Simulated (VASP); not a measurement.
# Ge (Fd-3m) in VASP: notebook, part 2 of 2

VASP 6.6.1.

## (4) Single point, LDA

The input, INCAR:

```
PREC = Accurate
ENCUT = 520
EDIFF = 1E-6
ISMEAR = 1
SIGMA = 0.3
LREAL = False
LASPH = True
NELM = 80
ALGO = Normal
ISIF = 2
LWAVE = False
LCHARG = False
NBANDS = 21
```

The input, KPOINTS:

```
Automatic mesh
0
Gamma
  10 10 10
```

The input, POSCAR:

```
Ge
1.0
    0.0000000000      2.8147752533      2.8147752533
    2.8147752533      0.0000000000      2.8147752533
    2.8147752533      2.8147752533      0.0000000000
Ge
2
Direct
    0.5000000000      0.5000000000      0.5000000000
    0.7500000000      0.7500000000      0.7500000000
```

Potentials or basis: VASP PAW LDA potentials, release 64 (Ge_d).

Run with:

```console
> cat potpaw_LDA.64/Ge_d/POTCAR > POTCAR
> mpirun -np 1 vasp_std > vasp.out
```

OUTCAR:

```text
PREC = Accurate
   ENCUT = 520
   EDIFF = 1E-6
   ISMEAR = 1
   LREAL = False
   LASPH = True
   NELM = 80
   ISIF = 2

 ion  position               nearest neighbor table
   1  0.500  0.500  0.500-   2 2.44   2 2.44   2 2.44   2 2.44
   2  0.750  0.750  0.750-   1 2.44   1 2.44   1 2.44   1 2.44

  LATTYP: Found a face centered cubic cell.
 ALAT       =     5.6295505066

  Lattice vectors:

 A1 = (   0.0000000000,   2.8147752533,   2.8147752533)
 A2 = (   2.8147752533,   0.0000000000,   2.8147752533)
 A3 = (   2.8147752533,   2.8147752533,   0.0000000000)

Analysis of symmetry for initial positions (statically):
=====================================================================
 Subroutine PRICEL returns:
 Original cell was already a primitive cell.

 Routine SETGRP: Setting up the symmetry group for a
 face centered cubic supercell.

 Subroutine GETGRP returns: Found 48 space group operations
 (whereof 24 operations were pure point group operations)
 out of a pool of 48 trial point group operations.

The static configuration has the point symmetry T_d .
 The point group associated with its full space group is O_h .

Analysis of symmetry for dynamics (positions and initial velocities):
=====================================================================
 Subroutine PRICEL returns:
 Original cell was already a primitive cell.

 Routine SETGRP: Setting up the symmetry group for a
 face centered cubic supercell.

 Subroutine GETGRP returns: Found 48 space group operations
 (whereof 24 operations were pure point group operations)
 out of a pool of 48 trial point group operations.

The dynamic configuration has the point symmetry T_d .
 The point group associated with its full space group is O_h .

 Subroutine INISYM returns: Found 48 space group operations
 (whereof 24 operations are pure point group operations),
[... 104 lines left out ...]
   POTIM  = 0.5000    time-step for ionic-motion
   TEBEG  =    0.0;   TEEND  =   0.0 temperature during run
   PSTRESS=    0.0 pullay stress
   NELECT =      28.0000    total number of electrons
   NUPDOWN=      -1.0000    fix difference up-down
   EMIN   =  10.00;   EMAX   =-10.00  energy-range for DOS
   EFERMI =   0.00;   METHOD = LEGACY
   ISMEAR =     1;   SIGMA  =   0.30  broadening in eV -4-tet -1-fermi 0-gaus
   EFERMI_NEDOS =   21; number of points for ismear=-14 and -15
   IALGO  =     38    algorithm
   IMIX   =      4    mixing-type and parameters
     AMIX     =   0.40;   BMIX     =  1.00
     AMIX_MAG =   1.60;   BMIX_MAG =  1.00
  volume/ion in A,a.u.               =      22.30       150.50
  Fermi-wavevector in a.u.,A,eV,Ry     =   1.401760  2.648943 26.734526  1.964932
  Thomas-Fermi vector in A             =   2.524590
   LORBIT       =      0    0 simple, 1 ext, 2 COOP (PROOUT), +10 PAW based schemes
   GGA     = CA    functional components
   LHFCALC =     F    Hartree Fock is set to
   AEXX    =    0.0000 exact exchange contribution
   IVDW    =     0    specifies the selected vdW correction
   LEPSILON=     F    determine dielectric tensor
   LRPA    =     F    only Hartree local field effects (RPA)
 non-spin polarized calculation
 Methfessel and Paxton  Order N= 1 SIGMA  =   0.30
  energy-cutoff  :      520.00
  volume of cell :       44.60
 maximum number of plane-waves:      1243
 NGX is ok and might be reduce to    30
   NGX = 15   NGY = 15   NGZ = 15

 number of electron      28.0000032 magnetization

 Free energy of the ion-electron system (eV)
  ---------------------------------------------------
  ext. energy  EPLUGINS =         0.00000000
  ---------------------------------------------------
  free energy    TOTEN  =       -10.38813997 eV

  energy without entropy =      -10.38880859  energy(sigma->0) =      -10.38836284

 E-fermi :   4.8765     XC(G=0): -10.3592

 val. band max:        4.8712596043   @ k =   0.0000   0.0000   0.0000
 cond. band min:       4.9833655226   @ k =   0.5000   0.0000   0.0000
 fundamental gap:      0.1121059184
 Fermi energy:         4.8764603068

 k-point     1 :       0.0000    0.0000    0.0000
  band No.  band energies     occupation
      1     -20.0900      2.00000
      2     -20.0900      2.00000
      3     -20.0900      2.00000
      4     -20.0521      2.00000
      5     -20.0521      2.00000
      6     -19.8332      2.00000
[... 565 lines left out ...]
     20      16.4705      0.00000
     21      16.7421      0.00000

 [... further k-points ...]
[... 5 lines left out ...]
  --------------------------------------------------------------------------------------
  -------------------------------------------------------------------------------------
  Total       -0.0184380     -0.0184380     -0.0184380     -0.0000000      0.0000000     -0.0000000
  in kB       -0.6623139     -0.6623139     -0.6623139     -0.0000000      0.0000000     -0.0000000
  external PRESSURE =      -0.6623139 kB  Pullay stress =       0.0000000 kB

 VOLUME and BASIS-vectors are now :
 -----------------------------------------------------------------------------
  energy-cutoff  :      520.00
  volume of cell :       44.60
      direct lattice vectors                 reciprocal lattice vectors
     0.000000000  2.814775253  2.814775253    -0.177634076  0.177634076  0.177634076
     2.814775253  0.000000000  2.814775253     0.177634076 -0.177634076  0.177634076
     2.814775253  2.814775253  0.000000000     0.177634076  0.177634076 -0.177634076

 POSITION                                       TOTAL-FORCE (eV/Angst)
 -----------------------------------------------------------------------------------
      2.81478      2.81478      2.81478        -0.000000     -0.000000     -0.000000
      4.22216      4.22216      4.22216         0.000000      0.000000      0.000000
 -----------------------------------------------------------------------------------
    total drift:                                0.000000     -0.000000     -0.000000

  FREE ENERGIE OF THE ION-ELECTRON SYSTEM (eV)
  ---------------------------------------------------
  free  energy   TOTEN  =       -10.3881399671 eV

  energy  without entropy=      -10.3888085939  energy(sigma->0) =      -10.38836284
```

stdout:

```text
POSCAR found type information on POSCAR Ge
 POSCAR found :  1 types and       2 ions
 scaLAPACK will be used
 LDA part: xc-table for (Slater(with rela. corr.)+CA(PZ))
 , standard interpolation
 POSCAR, INCAR and KPOINTS ok, starting setup
 FFT: planning ... GRIDC
 FFT: planning ... GRID_SOFT
 FFT: planning ... GRID
 WAVECAR not read
 entering main loop
```

It took 73 s on 1 thread of Intel Xeon 8259CL, shared host; peak memory 0.16 GiB.

What came out:

```
Free energy            : -10.3881 eV
Pressure               : -0.1 GPa
Band gap on the k mesh : zero (filled and empty bands touch)
```

Caveat: so wide a smearing shifts energies and pressures; semilocal functionals underestimate gaps, so a narrow gap can read as zero.

## (5) Overview

| smearing | gap on the mesh (eV) | pressure (GPa) |
| --- | --- | --- |
| methfessel-paxton 0.1 eV | none | -0.1 |
| methfessel-paxton 0.2 eV | none | -0.1 |
| methfessel-paxton 0.3 eV | none | -0.1 |

Alike in all rows: task single point; level LDA; potentials or basis VASP PAW LDA potentials, release 64 (Ge_d); no spin polarisation; cell as given; k mesh 10 × 10 × 10; cutoff (eV) 520.

Caveats: semilocal functionals underestimate gaps, so a narrow gap can read as zero; so wide a smearing shifts energies and pressures (at least some runs).

Absolute energies hang on the potentials; compare differences alone.
